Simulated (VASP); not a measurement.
# Ca (P6_3/mmc) in VASP: further runs

Runs on Ca. Level: LDA. Tasks: single point.

Program: VASP 6.6.1. These are calculated values, not measurements. Logs are shortened: lines on timing, memory, paths and dates and some standing lists are left out, and cuts for length are marked.

## (1) The cell of the first run

Symmetry: P6_3/mmc, No. 194, hexagonal system. Conventional cell: a = 3.861 Å, b = 3.861 Å, c = 6.716 Å, α = 90.00°, β = 90.00°, γ = 120.00°. Within 5.1 Å of Ca (site symmetry -6m2) lie 12 Ca at 3.86 to 4.03 Å.

This isn't the form of Ca at room conditions, which is fcc.

## (2) Single point, LDA (strain -0.030 along x and y, +0.030 along z)

File INCAR:

```
SYSTEM = Ca
ALGO     = Fast           ! electronic algorithm
EDIFF    = 1E-7           ! SCF threshold, eV
ENCUT    = 520            ! plane-wave cutoff, eV
GGA      = CA             ! functional
ISIF     = 2              ! what is computed and relaxed
ISMEAR   = 0              ! smearing method
LASPH    = .True.         ! aspherical terms in the spheres
LCHARG   = .True.         ! write CHGCAR
LELF     = .True.         ! ELF
LREAL    = .False.        ! projectors in reciprocal space
LVHAR    = .True.       
LWAVE    = .False.        ! write WAVECAR
NBANDS   = 17             ! bands
NELM     = 80             ! most SCF steps
PREC     = Accurate       ! precision mode
SIGMA    = 0.15           ! smearing width, eV
```

File KPOINTS:

```
k-points
0
Gamma
  15 15 8
  0 0 0
```

File POSCAR:

```
Ca
1.0
    3.8605995350      0.0000000000      0.0000000000
   -1.9302997675      3.3433772711      0.0000000000
    0.0000000000      0.0000000000      6.7156000000
Ca
2
Direct
    0.3333333333      0.6666666667      0.2500000000
    0.6666666667      0.3333333333      0.7500000000
```

Potentials or basis: VASP PAW LDA potentials, release 64 (Ca_sv).

Run with:

```sh
cat potpaw_LDA.64/Ca_sv/POTCAR > POTCAR
mpirun -np 1 vasp_std > vasp.out
```

OUTCAR:

```text
SYSTEM = Ca
   EDIFF = 1E-7
   ENCUT = 520
   GGA = CA
   ISIF = 2
   ISMEAR = 0
   LASPH = .True.
   LREAL = .False.
   NELM = 80
   PREC = Accurate

 ion  position               nearest neighbor table
   1  0.333  0.667  0.250-
   2  0.667  0.333  0.750-

  LATTYP: Found a hexagonal cell.
 ALAT       =     3.8605995350
 C/A-ratio  =     1.7395225636

  Lattice vectors:

 A1 = (   3.8605995350,   0.0000000000,   0.0000000000)
 A2 = (  -1.9302997675,   3.3433772711,   0.0000000000)
 A3 = (   0.0000000000,   0.0000000000,   6.7156000000)

Analysis of symmetry for initial positions (statically):
=====================================================================
 Subroutine PRICEL returns:
 Original cell was already a primitive cell.

 Routine SETGRP: Setting up the symmetry group for a
 hexagonal supercell.

 Subroutine GETGRP returns: Found 24 space group operations
 (whereof 12 operations were pure point group operations)
 out of a pool of 24 trial point group operations.

The static configuration has the point symmetry D_3d.
 The point group associated with its full space group is D_6h.

Analysis of symmetry for dynamics (positions and initial velocities):
=====================================================================
 Subroutine PRICEL returns:
 Original cell was already a primitive cell.

 Routine SETGRP: Setting up the symmetry group for a
 hexagonal supercell.

 Subroutine GETGRP returns: Found 24 space group operations
 (whereof 12 operations were pure point group operations)
 out of a pool of 24 trial point group operations.

The dynamic configuration has the point symmetry D_3d.
 The point group associated with its full space group is D_6h.

 Subroutine INISYM returns: Found 24 space group operations
 (whereof 12 operations are pure point group operations),
 and found     1 'primitive' translations

----------------------------------------------------------------------------------------

                                     Primitive cell

  volume of cell :      86.6812

  direct lattice vectors                    reciprocal lattice vectors
     3.860599535  0.000000000  0.000000000     0.259027125  0.149549381  0.000000000
    -1.930299767  3.343377271  0.000000000     0.000000000  0.299098761  0.000000000
     0.000000000  0.000000000  6.715600000     0.000000000  0.000000000  0.148907022

  length of vectors
     3.860599535  3.860599535  6.715600000     0.299098761  0.299098761  0.148907022

  position of ions in fractional coordinates (direct lattice)
     0.333333333  0.666666667  0.250000000
     0.666666667  0.333333333  0.750000000

  ion indices of the primitive-cell ions
   primitive index   ion index
                 1           1
                 2           2

----------------------------------------------------------------------------------------

 KPOINTS: k-points

Automatic generation of k-mesh.
 Grid dimensions read from file:
 generate k-points for:   15   15    8

 Generating k-lattice:

  Cartesian coordinates                     Fractional coordinates (reciprocal lattice)
     0.017268475  0.009969959  0.000000000     0.066666667  0.000000000  0.000000000
     0.000000000  0.019939917  0.000000000     0.000000000  0.066666667  0.000000000
     0.000000000  0.000000000  0.018613378     0.000000000  0.000000000  0.125000000

  Length of vectors
     0.019939917  0.019939917  0.018613378

  Shift w.r.t. Gamma in fractional coordinates (k-lattice)
     0.000000000  0.000000000  0.000000000

 Subroutine IBZKPT returns following result:
 ===========================================

 Found    135 irreducible k-points:

 Following reciprocal coordinates:
            Coordinates               Weight
  0.000000  0.000000  0.000000      1.000000
  0.066667 -0.000000  0.000000      6.000000
  0.133333 -0.000000  0.000000      6.000000
  0.200000 -0.000000  0.000000      6.000000
  0.266667 -0.000000  0.000000      6.000000
  0.333333  0.000000  0.000000      6.000000
[... 16 lines left out ...]
  0.333333  0.200000  0.000000     12.000000
  0.400000  0.200000  0.000000      6.000000
 [... further k-points ...]
   k-points           NKPTS =    135   k-points in BZ     NKDIM =    135   number of bands    NBANDS=     17
   number of dos      NEDOS =    301   number of ions     NIONS =      2
   total plane-waves  NPLWV =  45000
   dimension x,y,z NGX =    30 NGY =   30 NGZ =   50
   dimension x,y,z NGXF=    60 NGYF=   60 NGZF=  100
   ions per type =               2
   NGX,Y,Z   is equivalent  to a cutoff of  12.92, 12.92, 12.38 a.u.
   NGXF,Y,Z  is equivalent  to a cutoff of  25.84, 25.84, 24.76 a.u.
 SYSTEM =  Ca
   PREC   = accura    normal or accurate (medium, high low for compatibility)
   ISTART =      0    job   : 0-new  1-cont  2-samecut
   ICHARG =      2    charge: 1-file 2-atom 10-const
   ISPIN  =      1    spin polarized calculation?
   LNONCOLLINEAR =      F non collinear calculations
   LSORBIT =      F    spin-orbit coupling
   LASPH  =      T    aspherical Exc in radial PAW
   ENCUT  =  520.0 eV  38.22 Ry    6.18 a.u.   7.18  7.18 12.49*2*pi/ulx,y,z
   NELM   =     80;   NELMIN=  2; NELMDL= -5     # of ELM steps
   EDIFF  = 0.1E-06   stopping-criterion for ELM
   LREAL  =      F    real-space projection
   EDIFFG = 0.1E-05   stopping-criterion for IOM
   NSW    =      0    number of steps for IOM
   IBRION =     -1    ionic relax: 0-MD 1-quasi-New 2-CG
   NFREE  =      0    steps in history (QN), initial steepest desc. (CG)
   ISIF   =      2    stress and relaxation
   ISYM   =      2    0-nonsym 1-usesym 2-fastsym
   POTIM  = 0.5000    time-step for ionic-motion
   TEBEG  =    0.0;   TEEND  =   0.0 temperature during run
   PSTRESS=    0.0 pullay stress
   NELECT =      20.0000    total number of electrons
   NUPDOWN=      -1.0000    fix difference up-down
   EMIN   =  10.00;   EMAX   =-10.00  energy-range for DOS
   EFERMI =   0.00;   METHOD = LEGACY
   ISMEAR =     0;   SIGMA  =   0.15  broadening in eV -4-tet -1-fermi 0-gaus
   EFERMI_NEDOS =   21; number of points for ismear=-14 and -15
   IALGO  =     68    algorithm
   IMIX   =      4    mixing-type and parameters
     AMIX     =   0.40;   BMIX     =  1.00
     AMIX_MAG =   1.60;   BMIX_MAG =  1.00
  volume/ion in A,a.u.               =      43.34       292.48
  Fermi-wavevector in a.u.,A,eV,Ry     =   1.004099  1.897472 13.717594  1.008215
  Thomas-Fermi vector in A             =   2.136693
   LORBIT       =      0    0 simple, 1 ext, 2 COOP (PROOUT), +10 PAW based schemes
   GGA     = CA    functional components
   LHFCALC =     F    Hartree Fock is set to
   AEXX    =    0.0000 exact exchange contribution
   IVDW    =     0    specifies the selected vdW correction
   LEPSILON=     F    determine dielectric tensor
   LRPA    =     F    only Hartree local field effects (RPA)
 non-spin polarized calculation
 RMM-DIIS sequential band-by-band and
 Gauss-broadening in eV      SIGMA  =   0.15
  energy-cutoff  :      520.00
  volume of cell :       86.68
 maximum number of plane-waves:      2367
 NGX is ok and might be reduce to    30
   NGX = 15   NGY = 15   NGZ = 25

 number of electron      19.9999998 magnetization

 Free energy of the ion-electron system (eV)
  ---------------------------------------------------
  ext. energy  EPLUGINS =         0.00000000
  ---------------------------------------------------
  free energy    TOTEN  =        -4.33365498 eV

  energy without entropy =       -4.30855165  energy(sigma->0) =       -4.32110331

 E-fermi :   1.7171     XC(G=0):  -7.8763

 val. band max:        1.7151835777   @ k =   0.2667   0.2667   0.2500
 cond. band min:       1.7208287098   @ k =   0.3333   0.0667   0.0000
 fundamental gap:      0.0056451321
 Fermi energy:         1.7170849844

 k-point     1 :       0.0000    0.0000    0.0000
  band No.  band energies     occupation
      1     -39.9435      2.00000
      2     -39.9340      2.00000
      3     -21.2638      2.00000
      4     -21.1674      2.00000
      5     -21.1674      2.00000
      6     -21.1550      2.00000
[... 9 lines left out ...]
     16       4.1230      0.00000
     17       4.6933      0.00000

 k-point     2 :       0.0667   -0.0000    0.0000
  band No.  band energies     occupation
      1     -39.9429      2.00000
      2     -39.9336      2.00000
      3     -21.2620      2.00000
      4     -21.1728      2.00000
      5     -21.1690      2.00000
      6     -21.1605      2.00000
[... 9 lines left out ...]
     16       4.1743      0.00000
     17       4.6287      0.00000

 k-point     3 :       0.1333   -0.0000    0.0000
  band No.  band energies     occupation
      1     -39.9413      2.00000
      2     -39.9325      2.00000
      3     -21.2568      2.00000
      4     -21.1879      2.00000
      5     -21.1758      2.00000
      6     -21.1733      2.00000
[... 9 lines left out ...]
     16       4.3553      0.00000
     17       4.4066      0.00000

 k-point     4 :       0.2000   -0.0000    0.0000
  band No.  band energies     occupation
      1     -39.9388      2.00000
      2     -39.9309      2.00000
      3     -21.2487      2.00000
      4     -21.2103      2.00000
      5     -21.1982      2.00000
      6     -21.1795      2.00000
[... 9 lines left out ...]
     16       4.3396      0.00000
     17       4.3771      0.00000
[... 343 lines left out ...]
      1     -39.9299      2.00000
      2     -39.9261      2.00000
      3     -21.2648      2.00000
      4     -21.2578      2.00000
      5     -21.2150      2.00000
      6     -21.2131      2.00000
[... 9 lines left out ...]
     16       4.6487      0.00000
     17       5.2846      0.00000

 k-point    23 :       0.3333    0.2000    0.0000
  band No.  band energies     occupation
      1     -39.9282      2.00000
      2     -39.9256      2.00000
      3     -21.2744      2.00000
      4     -21.2620      2.00000
      5     -21.2227      2.00000
      6     -21.2062      2.00000
[... 9 lines left out ...]
     16       4.8654      0.00000
     17       5.2663      0.00000

 k-point    24 :       0.4000    0.2000    0.0000
  band No.  band energies     occupation
      1     -39.9275      2.00000
      2     -39.9255      2.00000
      3     -21.2777      2.00000
      4     -21.2632      2.00000
      5     -21.2265      2.00000
      6     -21.2079      2.00000
[... 9 lines left out ...]
     16       4.9953      0.00000
     17       5.2687      0.00000

 [... further k-points ...]

------------------------ aborting loop because EDIFF is reached ----------------------------------------

  FORCE on cell =-STRESS in cart. coord.  units (eV):
  Direction    XX          YY          ZZ          XY          YZ          ZX
  --------------------------------------------------------------------------------------
  -------------------------------------------------------------------------------------
  Total       -0.7806259     -0.7806259     -1.6291027      0.0000000     -0.0000000      0.0000000
  in kB      -14.4287453    -14.4287453    -30.1116176      0.0000000     -0.0000000      0.0000000
  external PRESSURE =     -19.6563694 kB  Pullay stress =       0.0000000 kB

 VOLUME and BASIS-vectors are now :
 -----------------------------------------------------------------------------
  energy-cutoff  :      520.00
  volume of cell :       86.68
      direct lattice vectors                 reciprocal lattice vectors
     3.860599535  0.000000000  0.000000000     0.259027125  0.149549381  0.000000000
    -1.930299767  3.343377271  0.000000000     0.000000000  0.299098761  0.000000000
     0.000000000  0.000000000  6.715600000     0.000000000  0.000000000  0.148907022

 POSITION                                       TOTAL-FORCE (eV/Angst)
 -----------------------------------------------------------------------------------
     -0.00000      2.22892      1.67890         0.000000      0.000000      0.000000
      1.93030      1.11446      5.03670        -0.000000      0.000000      0.000000
 -----------------------------------------------------------------------------------
    total drift:                               -0.000000      0.000000     -0.000000

  FREE ENERGIE OF THE ION-ELECTRON SYSTEM (eV)
  ---------------------------------------------------
  free  energy   TOTEN  =        -4.3336549780 eV

  energy  without entropy=       -4.3085516511  energy(sigma->0) =       -4.32110331
```

It took 8.4 min on 1 thread of Intel Xeon 8259CL, shared host; peak memory 0.29 GiB.

Results:

- Free energy: -4.3337 eV
- Pressure: -2.0 GPa
- Band gap on the k mesh: zero (bands 10 and 11 overlap by 0.61 eV)

Levels at points of the mesh, in eV from the Fermi level:
| k point | band 7 | band 8 | band 9 | band 10 | band 11 | band 12 | band 13 | band 14 |
| --- | --- | --- | --- | --- | --- | --- | --- | --- |
| (0.00, 0.00, 0.00) | -22.87 | -22.87 | -4.01 | -1.29 | -0.38 | 1.87 | 2.17 | 2.17 |
| (0.00, 0.00, 0.50) | -22.88 | -22.88 | -3.10 | -3.10 | 1.10 | 1.10 | 2.19 | 2.19 |

Caveat: the cell differs from its parent crystal (strain -0.030 along x and y, +0.030 along z).

(Part 1 of 2 ends here.)
